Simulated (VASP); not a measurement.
**W: single point with LDA**

Crystal: W.

```
W
1.0
    -1.56894    1.56894    1.56894
     1.56894   -1.56894    1.56894
     1.56894    1.56894   -1.56894
W
1
Direct
  0.00000 0.00000 0.00000
```

* Program: VASP 6.6.1
* Task: single point
* Functional: LDA
* Potentials or basis: VASP PAW LDA potentials, release 64 (W_sv)
* Cutoff: 520 eV
* k mesh: 8 × 8 × 8
* Occupations: gaussian, width 0.1 eV
* Spin: no spin polarisation

```yaml
Pressure: 1.9 GPa
Band_gap_on_the_k_mesh: zero (band 7 reaches 17.03 eV, above the bottom of band 8 at 10.39 eV)
```

Levels at points of the mesh, in eV from the Fermi level:
```tsv
k point	band 4	band 5	band 6	band 7	band 8	band 9	band 10	band 11
(0.00, 0.00, 0.00)	-37.23	-9.42	-1.04	-1.04	-1.04	2.51	2.51	14.90
(0.50, 0.00, 0.00)	-37.24	-6.16	-3.45	1.19	2.43	3.42	6.63	11.77
(0.50, 0.50, 0.50)	-38.22	-5.80	-5.80	5.59	5.59	5.59	8.83	8.83
```

Wall time 4.8 s on 1 thread of Intel(R) Xeon(R) 6975P-C (Granite Rapids) (shared host), peak memory 0.12 GiB.

Caveat: spin-orbit coupling is left out, which moves the levels of the heavy elements.
